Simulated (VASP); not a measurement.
Input of a VASP 6.6.1 run:

File INCAR:

```
PREC = Accurate
ENCUT = 600
EDIFF = 1E-6
ISMEAR = -1
SIGMA = 0.05
LREAL = Auto
LASPH = T
NELM = 120
ALGO = Normal
ISIF = 2
LWAVE = F
LCHARG = F
GGA = PS
NBANDS = 166
GGA_COMPAT = F
```

The input KPOINTS:

```
Automatic mesh
0
Gamma
  2 2 2
  0.5 0.5 0.5
```

The input POSCAR:

```
BN
1.0
    7.2115910000      0.0000000000      0.0000000000
    0.0000000000      7.2115910000      0.0000000000
    0.0000000000      0.0000000000      7.2115910000
B N
32 32
Direct
    0.0000000000      0.0000000000      0.0000000000
    0.0000000000      0.0000000000      0.5000000000
    0.0000000000      0.5000000000      0.0000000000
    0.0000000000      0.5000000000      0.5000000000
    0.5000000000      0.0000000000      0.0000000000
    0.5000000000      0.0000000000      0.5000000000
    0.5000000000      0.5000000000      0.0000000000
    0.5000000000      0.5000000000      0.5000000000
    0.2500000000      0.2500000000      0.0000000000
    0.2500000000      0.2500000000      0.5000000000
    0.2500000000      0.7500000000      0.0000000000
    0.2500000000      0.7500000000      0.5000000000
    0.7500000000      0.2500000000      0.0000000000
    0.7500000000      0.2500000000      0.5000000000
    0.7500000000      0.7500000000      0.0000000000
    0.7500000000      0.7500000000      0.5000000000
    0.2500000000      0.0000000000      0.2500000000
    0.2500000000      0.0000000000      0.7500000000
    0.2500000000      0.5000000000      0.2500000000
    0.2500000000      0.5000000000      0.7500000000
    0.7500000000      0.0000000000      0.2500000000
    0.7500000000      0.0000000000      0.7500000000
    0.7500000000      0.5000000000      0.2500000000
    0.7500000000      0.5000000000      0.7500000000
    0.0000000000      0.2500000000      0.2500000000
    0.0000000000      0.2500000000      0.7500000000
    0.0000000000      0.7500000000      0.2500000000
    0.0000000000      0.7500000000      0.7500000000
    0.5000000000      0.2500000000      0.2500000000
    0.5000000000      0.2500000000      0.7500000000
    0.5000000000      0.7500000000      0.2500000000
    0.5000000000      0.7500000000      0.7500000000
    0.1250000000      0.1250000000      0.1250000000
    0.1250000000      0.1250000000      0.6250000000
    0.1250000000      0.6250000000      0.1250000000
    0.1250000000      0.6250000000      0.6250000000
    0.6250000000      0.1250000000      0.1250000000
    0.6250000000      0.1250000000      0.6250000000
    0.6250000000      0.6250000000      0.1250000000
    0.6250000000      0.6250000000      0.6250000000
    0.3750000000      0.3750000000      0.1250000000
    0.3750000000      0.3750000000      0.6250000000
    0.3750000000      0.8750000000      0.1250000000
    0.3750000000      0.8750000000      0.6250000000
    0.8750000000      0.3750000000      0.1250000000
    0.8750000000      0.3750000000      0.6250000000
    0.8750000000      0.8750000000      0.1250000000
    0.8750000000      0.8750000000      0.6250000000
    0.3750000000      0.1250000000      0.3750000000
    0.3750000000      0.1250000000      0.8750000000
    0.3750000000      0.6250000000      0.3750000000
    0.3750000000      0.6250000000      0.8750000000
    0.8750000000      0.1250000000      0.3750000000
    0.8750000000      0.1250000000      0.8750000000
    0.8750000000      0.6250000000      0.3750000000
    0.8750000000      0.6250000000      0.8750000000
    0.1250000000      0.3750000000      0.3750000000
    0.1250000000      0.3750000000      0.8750000000
    0.1250000000      0.8750000000      0.3750000000
    0.1250000000      0.8750000000      0.8750000000
    0.6250000000      0.3750000000      0.3750000000
    0.6250000000      0.3750000000      0.8750000000
    0.6250000000      0.8750000000      0.3750000000
    0.6250000000      0.8750000000      0.8750000000
```

Potentials or basis: VASP PAW PBE potentials, release 64 (B, N).

Run with:

```sh
$ cat potpaw_PBE.64/B/POTCAR potpaw_PBE.64/N/POTCAR > POTCAR
$ mpirun -np 1 vasp_std > vasp.out
```

Task: Predict the pressure.

Result: 0.3 GPa.

Task: Estimate the band gap on the k mesh.

Result: 5.83 eV.

Caveat: the PAW data sets were made with another functional, which shifts forces and pressure a little. A k mesh can miss the band edges.
